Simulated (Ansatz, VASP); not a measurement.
One calculation of Al, two programs

File INCAR:

```
SYSTEM = Al
PREC = Accurate
ENCUT = 520
EDIFF = 1E-6
ISMEAR = 0
SIGMA = 0.1
LREAL = .False.
LASPH = .True.
NELM = 100
ALGO = Normal
ISIF = 2
LWAVE = .False.
LCHARG = .True.
GGA = PS
LELF = .True.
LVHAR = .True.
NBANDS = 10
```

The input KPOINTS:

```
regular mesh
0
Gamma
  9 9 4
  0 0 0
```

POSCAR

```
Al
1.0
    2.8124553515      0.0000000000      0.0000000000
   -1.4062276757      2.4356577814      0.0000000000
    0.0000000000      0.0000000000      4.8668500000
Al
2
Direct
    0.6666666700      0.3333333300      0.7500000000
    0.3333333300      0.6666666700      0.2500000000
```

Input for Ansatz:

```yaml
crystal:
  lattice:
    - [2.8124553515, 0.0, 0.0]
    - [-1.4062276757, 2.4356577814, 0.0]
    - [0.0, 0.0, 4.86685]
  atoms:
    - { symbol: Al, position: [0.66666667, 0.33333333, 0.75] }
    - { symbol: Al, position: [0.33333333, 0.66666667, 0.25] }
basis:
  ecutwfc: 420
kpoints:
  mp_grid: { grid: [9, 9, 4] }
hamiltonian:
  xc: pbesol
scf:
  occupations: { method: gaussian, width: 0.1 }
  lower_state_search: "off"
output:
  forces: true
  stress: true
  eigenvalues: true
```

Alike in both runs: task single point; functional PBEsol; k mesh 9 × 9 × 4; occupations gaussian, width 0.1 eV; no spin polarisation.

```csv
,VASP,Ansatz
version,VASP 6.6.1,Ansatz 0.2.0
potentials or method,"VASP PAW PBE potentials, release 64 (Al), cutoff 520 eV","scalar-relativistic, plane waves, PAW"
valence electrons in the cell,6,6
```

```csv
,VASP,Ansatz,Ansatz less VASP
gap on the k mesh at the Fermi level (eV),none,none,-
pressure (GPa),-0.8,-0.9,-0.06
"traceless stress, the component that is largest in VASP (GPa)",-0.16,-0.15,+0.018
```

VASP's potentials were made for PBE, not for PBEsol. A gap of «none» marks a metal or a gap that the smearing closes.
